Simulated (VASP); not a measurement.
A run of VASP 6.6.1:

INCAR

```
  PREC = Accurate
  ENCUT = 600
  EDIFF = 1E-6
  ISMEAR = -1
  SIGMA = 0.03
  LREAL = F
  LASPH = T
  NELM = 120
  ALGO = Normal
  ISIF = 2
  LWAVE = F
  LCHARG = F
  GGA = PS
  NBANDS = 48
  GGA_COMPAT = F
```

File KPOINTS:

```
regular mesh
0
Gamma
  2 4 6
```

File POSCAR:

```
NClO
1.0
   12.1753134618      0.0000000000      0.0000000000
    0.0000000000      4.7432642630      0.0000000000
    0.0000000000      0.0000000000      4.1249029377
N Cl O
4 4 4
Direct
    0.6611693477      0.2500000000      0.7671474402
    0.8388306523      0.7500000000      0.2671474402
    0.3388306523      0.7500000000      0.2328525598
    0.1611693477      0.2500000000      0.7328525598
    0.8385531687      0.2500000000      0.5711601860
    0.6614468313      0.7500000000      0.0711601860
    0.1614468313      0.7500000000      0.4288398140
    0.3385531687      0.2500000000      0.9288398140
    0.5994183247      0.2500000000      0.5673451445
    0.9005816753      0.7500000000      1.0673451445
    0.4005816753      0.7500000000      0.4326548555
    0.0994183247      0.2500000000     -0.0673451445
```

Potentials or basis: VASP PAW PBE potentials, release 64 (N, Cl, O).

Run with:

```bash
$ cat potpaw_PBE.64/N/POTCAR potpaw_PBE.64/Cl/POTCAR potpaw_PBE.64/O/POTCAR > POTCAR
$ mpirun -np 1 vasp_std > vasp.out
```

Hardware: 1 thread of Intel Xeon 8259CL (shared host).

Problem. Estimate the wall time of this run.

Solution. Wall time 8.5 min on 1 thread of Intel Xeon 8259CL (shared host), peak memory 0.54 GiB. Counts: scf iterations 16, k points 24.
